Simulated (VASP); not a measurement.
# BP (rocksalt type) (Fm-3m) in VASP: a series of runs

Runs on BP (rocksalt type). Level: LDA. Tasks: single point.

Everything below comes from runs of VASP 6.6.1. Logs are shortened: lines on timing, memory, paths and dates and some standing lists are left out, and cuts for length are marked.

## Step 1: The cell of the first run

Symmetry: Fm-3m, No. 225, cubic system. The conventional cell has a = 3.823 Å, b = 3.823 Å, c = 3.823 Å, α = 90.00°, β = 90.00°, γ = 90.00°. Within 2.5 Å of B (site symmetry m-3m) lie 6 P at 1.91 Å. Within 2.5 Å of P (site symmetry m-3m) lie 6 B at 1.91 Å.

## Step 2: Single point, LDA (volume scaled by 0.72)

INCAR reads:

```
SYSTEM = BP
  PREC = Accurate
  ENCUT = 500
  EDIFF = 1E-6
  ISMEAR = -1
  SIGMA = 0.1
  LREAL = .False.
  LASPH = .True.
  NELM = 120
  ALGO = Normal
  ISIF = 2
  LWAVE = .False.
  LCHARG = .False.
  GGA = CA
  NBANDS = 11
  GGA_COMPAT = .False.
```

KPOINTS reads:

```
regular mesh
0
Gamma
  15 15 15
  0 0 0
```

POSCAR reads:

```
BP
1.0
    0.0000000000      1.9115662414      1.9115662414
    1.9115662414      0.0000000000      1.9115662414
    1.9115662414      1.9115662414      0.0000000000
B P
1 1
Direct
    0.0000000000      0.0000000000      0.0000000000
    0.5000000000      0.5000000000      0.5000000000
```

Potentials or basis: VASP PAW LDA potentials, release 64 (B, P).

Launch:

```
cat potpaw_LDA.64/B/POTCAR potpaw_LDA.64/P/POTCAR > POTCAR
mpirun -np 1 vasp_std > vasp.out
```

OUTCAR:

```text
SYSTEM = BP
   PREC = Accurate
   ENCUT = 500
   EDIFF = 1E-6
   ISMEAR = -1
   LREAL = .False.
   LASPH = .True.
   NELM = 120
   ISIF = 2
   GGA = CA

 ion  position               nearest neighbor table
   1  0.000  0.000  0.000-   2 1.91   2 1.91   2 1.91   2 1.91   2 1.91   2 1.91
   2  0.500  0.500  0.500-   1 1.91   1 1.91   1 1.91   1 1.91   1 1.91   1 1.91

  LATTYP: Found a face centered cubic cell.
 ALAT       =     3.8231324828

  Lattice vectors:

 A1 = (   0.0000000000,   1.9115662414,   1.9115662414)
 A2 = (   1.9115662414,   0.0000000000,   1.9115662414)
 A3 = (   1.9115662414,   1.9115662414,   0.0000000000)

Analysis of symmetry for initial positions (statically):
=====================================================================
 Subroutine PRICEL returns:
 Original cell was already a primitive cell.

 Routine SETGRP: Setting up the symmetry group for a
 face centered cubic supercell.

 Subroutine GETGRP returns: Found 48 space group operations
 (whereof 48 operations were pure point group operations)
 out of a pool of 48 trial point group operations.

The static configuration has the point symmetry O_h .

Analysis of symmetry for dynamics (positions and initial velocities):
=====================================================================
 Subroutine PRICEL returns:
 Original cell was already a primitive cell.

 Routine SETGRP: Setting up the symmetry group for a
 face centered cubic supercell.

 Subroutine GETGRP returns: Found 48 space group operations
 (whereof 48 operations were pure point group operations)
 out of a pool of 48 trial point group operations.

The dynamic configuration has the point symmetry O_h .

 Subroutine INISYM returns: Found 48 space group operations
 (whereof 48 operations are pure point group operations),
 and found     1 'primitive' translations

----------------------------------------------------------------------------------------

                                     Primitive cell

  volume of cell :      13.9701

  direct lattice vectors                    reciprocal lattice vectors
     0.000000000  1.911566241  1.911566241    -0.261565615  0.261565615  0.261565615
     1.911566241  0.000000000  1.911566241     0.261565615 -0.261565615  0.261565615
     1.911566241  1.911566241  0.000000000     0.261565615  0.261565615 -0.261565615

  length of vectors
     2.703362904  2.703362904  2.703362904     0.453044935  0.453044935  0.453044935

  position of ions in fractional coordinates (direct lattice)
     0.000000000  0.000000000  0.000000000
     0.500000000  0.500000000  0.500000000

  ion indices of the primitive-cell ions
   primitive index   ion index
                 1           1
                 2           2

----------------------------------------------------------------------------------------

 KPOINTS: regular mesh

Automatic generation of k-mesh.
 Grid dimensions read from file:
 generate k-points for:   15   15   15

 Generating k-lattice:

  Cartesian coordinates                     Fractional coordinates (reciprocal lattice)
    -0.017437708  0.017437708  0.017437708     0.066666667  0.000000000  0.000000000
     0.017437708 -0.017437708  0.017437708     0.000000000  0.066666667  0.000000000
     0.017437708  0.017437708 -0.017437708     0.000000000  0.000000000  0.066666667

  Length of vectors
     0.030202996  0.030202996  0.030202996

  Shift w.r.t. Gamma in fractional coordinates (k-lattice)
     0.000000000  0.000000000  0.000000000

 Subroutine IBZKPT returns following result:
 ===========================================

 Found    120 irreducible k-points:

 Following reciprocal coordinates:
            Coordinates               Weight
  0.000000  0.000000  0.000000      1.000000
  0.066667  0.000000  0.000000      8.000000
  0.133333  0.000000  0.000000      8.000000
  0.200000  0.000000  0.000000      8.000000
  0.266667  0.000000  0.000000      8.000000
  0.333333  0.000000  0.000000      8.000000
[... 16 lines left out ...]
  0.133333  0.133333  0.000000      6.000000
  0.200000  0.133333  0.000000     24.000000
 [... further k-points ...]
   k-points           NKPTS =    120   k-points in BZ     NKDIM =    120   number of bands    NBANDS=     11
   number of dos      NEDOS =    301   number of ions     NIONS =      2
   total plane-waves  NPLWV =   8000
   dimension x,y,z NGX =    20 NGY =   20 NGZ =   20
   dimension x,y,z NGXF=    40 NGYF=   40 NGZF=   40
   ions per type =               1   1
   NGX,Y,Z   is equivalent  to a cutoff of  12.30, 12.30, 12.30 a.u.
   NGXF,Y,Z  is equivalent  to a cutoff of  24.60, 24.60, 24.60 a.u.
 SYSTEM =  BP
   PREC   = accura    normal or accurate (medium, high low for compatibility)
   ISTART =      0    job   : 0-new  1-cont  2-samecut
   ICHARG =      2    charge: 1-file 2-atom 10-const
   ISPIN  =      1    spin polarized calculation?
   LNONCOLLINEAR =      F non collinear calculations
   LSORBIT =      F    spin-orbit coupling
   LASPH  =      T    aspherical Exc in radial PAW
   ENCUT  =  500.0 eV  36.75 Ry    6.06 a.u.   4.93  4.93  4.93*2*pi/ulx,y,z
   NELM   =    120;   NELMIN=  2; NELMDL= -5     # of ELM steps
   EDIFF  = 0.1E-05   stopping-criterion for ELM
   LREAL  =      F    real-space projection
   EDIFFG = 0.1E-04   stopping-criterion for IOM
   NSW    =      0    number of steps for IOM
   IBRION =     -1    ionic relax: 0-MD 1-quasi-New 2-CG
   NFREE  =      0    steps in history (QN), initial steepest desc. (CG)
   ISIF   =      2    stress and relaxation
   ISYM   =      2    0-nonsym 1-usesym 2-fastsym
   POTIM  = 0.5000    time-step for ionic-motion
   TEBEG  =    0.0;   TEEND  =   0.0 temperature during run
   PSTRESS=    0.0 pullay stress
   NELECT =       8.0000    total number of electrons
   NUPDOWN=      -1.0000    fix difference up-down
   EMIN   =  10.00;   EMAX   =-10.00  energy-range for DOS
   EFERMI =   0.00;   METHOD = LEGACY
   ISMEAR =    -1;   SIGMA  =   0.10  broadening in eV -4-tet -1-fermi 0-gaus
   EFERMI_NEDOS =   21; number of points for ismear=-14 and -15
   IALGO  =     38    algorithm
   IMIX   =      4    mixing-type and parameters
     AMIX     =   0.40;   BMIX     =  1.00
     AMIX_MAG =   1.60;   BMIX_MAG =  1.00
  volume/ion in A,a.u.               =       6.99        47.14
  Fermi-wavevector in a.u.,A,eV,Ry     =   1.359478  2.569041 25.146017  1.848180
  Thomas-Fermi vector in A             =   2.486222
   LORBIT       =      0    0 simple, 1 ext, 2 COOP (PROOUT), +10 PAW based schemes
   GGA     = CA    functional components
   LHFCALC =     F    Hartree Fock is set to
   AEXX    =    0.0000 exact exchange contribution
   IVDW    =     0    specifies the selected vdW correction
   LEPSILON=     F    determine dielectric tensor
   LRPA    =     F    only Hartree local field effects (RPA)
 non-spin polarized calculation
  energy-cutoff  :      500.00
  volume of cell :       13.97
 maximum number of plane-waves:       364
   NGX =  9   NGY =  9   NGZ =  9

 number of electron       7.9999999 magnetization

 Free energy of the ion-electron system (eV)
  ---------------------------------------------------
  ext. energy  EPLUGINS =         0.00000000
  ---------------------------------------------------
  free energy    TOTEN  =       -11.01011583 eV

  energy without entropy =      -10.98917712  energy(sigma->0) =      -10.99964647

 E-fermi :  15.7443     XC(G=0): -13.6240

 val. band max:       15.7281616319   @ k =  -0.4000   0.4667   0.0667
 cond. band min:      15.7695027262   @ k =   0.3333   0.2667   0.0667
 fundamental gap:      0.0413410942
 Fermi energy:        15.7442635656

 k-point     1 :       0.0000    0.0000    0.0000
  band No.  band energies     occupation
      1      -5.7198      2.00000
      2      15.7842      0.80296
      3      15.7842      0.80296
      4      15.7842      0.80296
      5      23.1390      0.00000
      6      23.1390      0.00000
      7      23.1390      0.00000
      8      27.3470      0.00000
      9      27.3470      0.00000
     10      27.3470      0.00000
     11      28.6233      0.00000

 k-point     2 :       0.0667    0.0000    0.0000
  band No.  band energies     occupation
      1      -5.5998      2.00000
      2      14.9671      1.99916
      3      15.6899      1.26549
      4      15.6899      1.26549
      5      23.2907      0.00000
      6      23.4667      0.00000
      7      23.4667      0.00000
      8      25.6404      0.00000
      9      25.6404      0.00000
     10      27.1569      0.00000
     11      30.2154      0.00000

 k-point     3 :       0.1333    0.0000    0.0000
  band No.  band energies     occupation
      1      -5.2403      2.00000
      2      13.0500      2.00000
      3      15.4668      1.88258
      4      15.4668      1.88258
      5      23.4918      0.00000
      6      23.6061      0.00000
      7      23.6061      0.00000
      8      24.4419      0.00000
      9      24.4419      0.00000
     10      26.7309      0.00000
     11      30.8258      0.00000

 k-point     4 :       0.2000    0.0000    0.0000
  band No.  band energies     occupation
      1      -4.6432      2.00000
      2      10.7349      2.00000
      3      15.2310      1.98827
      4      15.2310      1.98827
      5      21.8497      0.00000
      6      21.8497      0.00000
      7      23.5552      0.00000
      8      25.8272      0.00000
      9      25.8272      0.00000
     10      26.2816      0.00000
     11      31.6164      0.00000

 k-point     5 :       0.2667    0.0000    0.0000
  band No.  band energies     occupation
      1      -3.8120      2.00000
      2       8.3649      2.00000
      3      15.0729      1.99757
      4      15.0729      1.99757
      5      20.3162      0.00000
      6      20.3162      0.00000
      7      23.4929      0.00000
      8      25.9254      0.00000
      9      27.5940      0.00000
     10      27.5940      0.00000
     11      32.5092      0.00000
[... 211 lines left out ...]
 k-point    21 :      -0.1333    0.0667    0.0000
  band No.  band energies     occupation
      1      -4.9611      2.00000
      2      12.3617      2.00000
      3      13.9832      2.00000
      4      16.2126      0.01832
      5      21.6100      0.00000
      6      23.3602      0.00000
      7      23.6766      0.00000
      8      24.1673      0.00000
      9      25.9373      0.00000
     10      27.4642      0.00000
     11      31.2956      0.00000

 k-point    22 :      -0.0667    0.0667    0.0000
  band No.  band energies     occupation
      1      -5.3999      2.00000
      2      14.3288      2.00000
      3      14.5678      1.99998
      4      16.0527      0.08748
      5      23.2288      0.00000
      6      23.4869      0.00000
      7      23.5129      0.00000
      8      24.7063      0.00000
      9      25.0475      0.00000
     10      27.6186      0.00000
     11      30.3230      0.00000

 k-point    23 :       0.1333    0.1333    0.0000
  band No.  band energies     occupation
      1      -5.0799      2.00000
      2      13.9333      2.00000
      3      13.9333      2.00000
      4      15.4255      1.92074
      5      20.2438      0.00000
      6      20.9498      0.00000
      7      26.2411      0.00000
      8      26.2411      0.00000
      9      27.9001      0.00000
     10      27.9001      0.00000
     11      29.2232      0.00000

 k-point    24 :       0.2000    0.1333    0.0000
  band No.  band energies     occupation
      1      -4.6410      2.00000
      2      12.4335      2.00000
      3      13.3404      2.00000
      4      15.5820      1.67037
      5      18.4870      0.00000
      6      20.7134      0.00000
      7      26.4294      0.00000
      8      27.2190      0.00000
      9      27.7557      0.00000
     10      27.9082      0.00000
     11      31.4005      0.00000

 [... further k-points ...]
[... 5 lines left out ...]
  --------------------------------------------------------------------------------------
  -------------------------------------------------------------------------------------
  Total        9.0210396      9.0210396      9.0210396      0.0000000      0.0000000     -0.0000000
  in kB     1034.5920066   1034.5920066   1034.5920066      0.0000000      0.0000000     -0.0000000
  external PRESSURE =    1034.5920066 kB  Pullay stress =       0.0000000 kB

 VOLUME and BASIS-vectors are now :
 -----------------------------------------------------------------------------
  energy-cutoff  :      500.00
  volume of cell :       13.97
      direct lattice vectors                 reciprocal lattice vectors
     0.000000000  1.911566241  1.911566241    -0.261565615  0.261565615  0.261565615
     1.911566241  0.000000000  1.911566241     0.261565615 -0.261565615  0.261565615
     1.911566241  1.911566241  0.000000000     0.261565615  0.261565615 -0.261565615

 POSITION                                       TOTAL-FORCE (eV/Angst)
 -----------------------------------------------------------------------------------
      0.00000      0.00000      0.00000        -0.000000     -0.000000     -0.000000
      1.91157      1.91157      1.91157         0.000000      0.000000      0.000000
 -----------------------------------------------------------------------------------
    total drift:                                0.000000      0.000000     -0.000000

  FREE ENERGIE OF THE ION-ELECTRON SYSTEM (eV)
  ---------------------------------------------------
  free  energy   TOTEN  =       -11.0101158316 eV

  energy  without entropy=      -10.9891771179  energy(sigma->0) =      -10.99964647
```

It took 6.5 s on 1 thread of Intel Xeon Platinum 8481C at 2.70GHz (Sapphire Rapids), shared host; peak memory 0.12 GiB.

Results:

| Item | Value |
| --- | --- |
| Free energy | -11.0101 eV |
| Pressure | 103.5 GPa |
| Band gap on the k mesh | zero (band 4 reaches 16.71 eV, above the bottom of band 5 at 14.17 eV) |

Caveat: the cell differs from its parent crystal (volume scaled by 0.72).

## Step 3: Single point, LDA

INCAR reads:

```
  PREC = Accurate
  ENCUT = 500
  EDIFF = 1E-6
  ISMEAR = -1
  SIGMA = 0.1
  LREAL = F
  LASPH = T
  NELM = 120
  ALGO = Normal
  ISIF = 2
  LWAVE = F
  LCHARG = F
  NBANDS = 11
  GGA_COMPAT = F
```

KPOINTS reads:

```
Automatic mesh
0
Gamma
  15 15 15
```

POSCAR reads:

```
BP
1.0
    0.0000000000      2.0438047812      2.0438047812
    2.0438047812      0.0000000000      2.0438047812
    2.0438047812      2.0438047812      0.0000000000
B P
1 1
Direct
    0.0000000000      0.0000000000      0.0000000000
    0.5000000000      0.5000000000      0.5000000000
```

Potentials or basis: VASP PAW LDA potentials, release 64 (B, P).

Launch:

```
cat potpaw_LDA.64/B/POTCAR potpaw_LDA.64/P/POTCAR > POTCAR
mpirun -np 1 vasp_std > vasp.out
```

OUTCAR:

```text
PREC = Accurate
   ENCUT = 500
   EDIFF = 1E-6
   ISMEAR = -1
   LREAL = F
   LASPH = T
   NELM = 120
   ISIF = 2

 ion  position               nearest neighbor table
   1  0.000  0.000  0.000-   2 2.04   2 2.04   2 2.04   2 2.04   2 2.04   2 2.04
   2  0.500  0.500  0.500-   1 2.04   1 2.04   1 2.04   1 2.04   1 2.04   1 2.04

  LATTYP: Found a face centered cubic cell.
 ALAT       =     4.0876095624

  Lattice vectors:

 A1 = (   0.0000000000,   2.0438047812,   2.0438047812)
 A2 = (   2.0438047812,   0.0000000000,   2.0438047812)
[... 512 lines left out ...]
      6      17.8733      0.00000
      7      21.6583      0.00000
      8      22.4025      0.00000
      9      22.7946      0.00000
     10      23.7387      0.00000
     11      24.4981      0.00000

 [... further k-points ...]
[... 5 lines left out ...]
  --------------------------------------------------------------------------------------
  -------------------------------------------------------------------------------------
  Total        2.9699233      2.9699233      2.9699233      0.0000000      0.0000000     -0.0000000
  in kB      278.6811462    278.6811462    278.6811462      0.0000000      0.0000000     -0.0000000
  external PRESSURE =     278.6811462 kB  Pullay stress =       0.0000000 kB

 VOLUME and BASIS-vectors are now :
 -----------------------------------------------------------------------------
  energy-cutoff  :      500.00
  volume of cell :       17.07
      direct lattice vectors                 reciprocal lattice vectors
     0.000000000  2.043804781  2.043804781    -0.244641761  0.244641761  0.244641761
     2.043804781  0.000000000  2.043804781     0.244641761 -0.244641761  0.244641761
     2.043804781  2.043804781  0.000000000     0.244641761  0.244641761 -0.244641761

 POSITION                                       TOTAL-FORCE (eV/Angst)
 -----------------------------------------------------------------------------------
      0.00000      0.00000      0.00000        -0.000000     -0.000000     -0.000000
      2.04380      2.04380      2.04380         0.000000      0.000000      0.000000
 -----------------------------------------------------------------------------------
    total drift:                                0.000000     -0.000000     -0.000000

  FREE ENERGIE OF THE ION-ELECTRON SYSTEM (eV)
  ---------------------------------------------------
  free  energy   TOTEN  =       -12.1854070647 eV

  energy  without entropy=      -12.1624492623  energy(sigma->0) =      -12.17392816
```

It took 6.6 s on 1 thread of Intel Xeon Platinum 8481C at 2.70GHz (Sapphire Rapids), shared host; peak memory 0.13 GiB.

What came out:

| Property | Result |
| --- | --- |
| Free energy | -12.1854 eV |
| Pressure | 27.9 GPa |
| Band gap on the k mesh | zero (band 4 reaches 13.50 eV, above the bottom of band 5 at 9.98 eV) |

Levels at points of the mesh, in eV from the Fermi level:
| k point | band 1 | band 2 | band 3 | band 4 | band 5 | band 6 | band 7 | band 8 |
| --- | --- | --- | --- | --- | --- | --- | --- | --- |
| (0.00, 0.00, 0.00) | -18.76 | 0.02 | 0.02 | 0.02 | 7.77 | 7.77 | 7.77 | 9.63 |

## Step 4: Single point, LDA

INCAR reads:

```
SYSTEM = BP
ALGO     = Normal         ! electronic algorithm
EDIFF    = 1E-6           ! SCF threshold, eV
ENCUT    = 500            ! plane-wave cutoff, eV
GGA_COMPAT= .FALSE.      
ISIF     = 2              ! what is computed and relaxed
ISMEAR   = -1             ! smearing method
LASPH    = .TRUE.         ! aspherical terms in the spheres
LCHARG   = .FALSE.        ! write CHGCAR
LREAL    = .FALSE.        ! projectors in reciprocal space
LWAVE    = .FALSE.        ! write WAVECAR
NBANDS   = 11             ! bands
NELM     = 120            ! most SCF steps
PREC     = Accurate       ! precision mode
SIGMA    = 0.1            ! smearing width, eV
```

KPOINTS reads:

```
k-points
0
G
  15 15 15
  0 0 0
```

POSCAR is that of step 3.

Launch:

```
cat potpaw_LDA.64/B/POTCAR potpaw_LDA.64/P/POTCAR > POTCAR
mpirun -np 1 vasp_std > vasp.out
```

Wall time 6.4 s (1 thread of Intel Xeon Platinum 8481C at 2.70GHz (Sapphire Rapids), shared host); peak memory 0.13 GiB.

It converged, with:

```
Free energy            : -12.1854 eV
Pressure               : 27.9 GPa
Band gap on the k mesh : zero (band 4 reaches 13.50 eV, above the bottom of band 5 at 9.98 eV)
```

Levels at points of the mesh, in eV from the Fermi level:
| k point | band 1 | band 2 | band 3 | band 4 | band 5 | band 6 | band 7 | band 8 |
| --- | --- | --- | --- | --- | --- | --- | --- | --- |
| (0.00, 0.00, 0.00) | -18.76 | 0.02 | 0.02 | 0.02 | 7.77 | 7.77 | 7.77 | 9.63 |

## Step 5: Single point, LDA

This run uses another cell than the first one, of 8.54 Å³/atom, 1.222 times its volume.

INCAR reads:

```
SYSTEM = BP
  ALGO = Normal
  EDIFF = 1E-6
  ENCUT = 500
  GGA = CA
  GGA_COMPAT = .False.
  ISIF = 2
  ISMEAR = -1
  LASPH = .True.
  LCHARG = .True.
  LELF = .True.
  LREAL = .False.
  LVHAR = .True.
  LWAVE = .False.
  NBANDS = 11
  NELM = 120
  PREC = Accurate
  SIGMA = 0.1
```

KPOINTS reads:

```
k-points
0
Gamma
  15 15 15
  0 0 0
```

POSCAR is that of step 4.

Launch:

```
cat potpaw_LDA.64/B/POTCAR potpaw_LDA.64/P/POTCAR > POTCAR
mpirun -np 1 vasp_std > vasp.out
```

It took 6.9 s on 1 thread of Intel Xeon Platinum 8481C at 2.70GHz (Sapphire Rapids), shared host; peak memory 0.13 GiB.

The run converged. Its results:

| Property | Result |
| --- | --- |
| Free energy | -12.1854 eV |
| Pressure | 27.9 GPa |
| Band gap on the k mesh | zero (band 4 reaches 13.50 eV, above the bottom of band 5 at 9.98 eV) |

Levels at points of the mesh, in eV from the Fermi level:
| k point | band 1 | band 2 | band 3 | band 4 | band 5 | band 6 | band 7 | band 8 | band 9 |
| --- | --- | --- | --- | --- | --- | --- | --- | --- | --- |
| (0.00, 0.00, 0.00) | -18.76 | 0.02 | 0.02 | 0.02 | 7.77 | 7.77 | 7.77 | 9.63 | 9.81 |
